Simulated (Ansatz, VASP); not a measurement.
Two plane-wave programs on Ta

INCAR

```
PREC = Accurate ; ENCUT = 520
EDIFF = 1E-7 ; ISMEAR = -1
SIGMA = 0.1 ; LREAL = F
LASPH = T ; NELM = 60
ALGO = Normal ; ISIF = 2
LWAVE = F ; LCHARG = F
GGA = RP ; NBANDS = 24
```

File KPOINTS:

```
regular mesh
0
Gamma
  9 9 13
```

POSCAR

```
Ta
1.0
    4.8270638431      0.0000000000      0.0000000000
   -2.4135319215      4.1803599139      0.0000000000
    0.0000000000      0.0000000000      2.7103600897
Ta
3
Direct
    0.0000000000      1.0000000000      0.0000000000
    0.3333333333      0.6666666667      0.5000000000
    0.6666666667      0.3333333333      0.5000000000
```

Input for Ansatz:

```yaml
crystal:
  lattice:
    - [4.8270638431, 0.0, 0.0]
    - [-2.4135319215, 4.1803599139, 0.0]
    - [0.0, 0.0, 2.7103600897]
  atoms:
    - { symbol: Ta, position: [0.0, 1.0, 0.0] }
    - { symbol: Ta, position: [0.3333333333, 0.6666666667, 0.5] }
    - { symbol: Ta, position: [0.6666666667, 0.3333333333, 0.5] }
hamiltonian:
  xc: rpbe
  pseudopotentials:
    kind: paw
    azcp:
      Ta: "pseudopotentials/Ta.paw.azcp"
basis:
  ecutwfc: 420
  fft_grid_basis: typed
kpoints:
  mp_grid: { grid: [9, 9, 13], shift: [0, 0, 0] }
magnetization:
  spin_polarized: false
scf:
  occupations: { method: fermi_dirac, width: 0.1 }
  lower_state_search: "off"
output:
  stress: true
```

Alike in both runs: task single point; functional RPBE; k mesh 9 × 9 × 13; occupations fermi-dirac, width 0.1 eV; no spin polarisation.

```csv
,VASP,Ansatz
version,VASP 6.6.1,Ansatz 0.2.0
potentials or method,"VASP PAW PBE potentials, release 64 (Ta_pv), cutoff 520 eV","plane waves (420 eV) with PAW, scalar-relativistic"
valence electrons in the cell,33,39
```

```csv
,VASP,Ansatz,Ansatz less VASP
pressure (GPa),7.9,7.8,-0.11
"traceless stress, the component that is largest in VASP (GPa)",0.41,0.34,-0.068
```

VASP's potentials were made for PBE, not for RPBE. VASP's potentials hold 33 valence electrons a cell and Ansatz's 39, so a difference there can come from the potentials and not from the codes.

Spin-orbit coupling is off throughout.
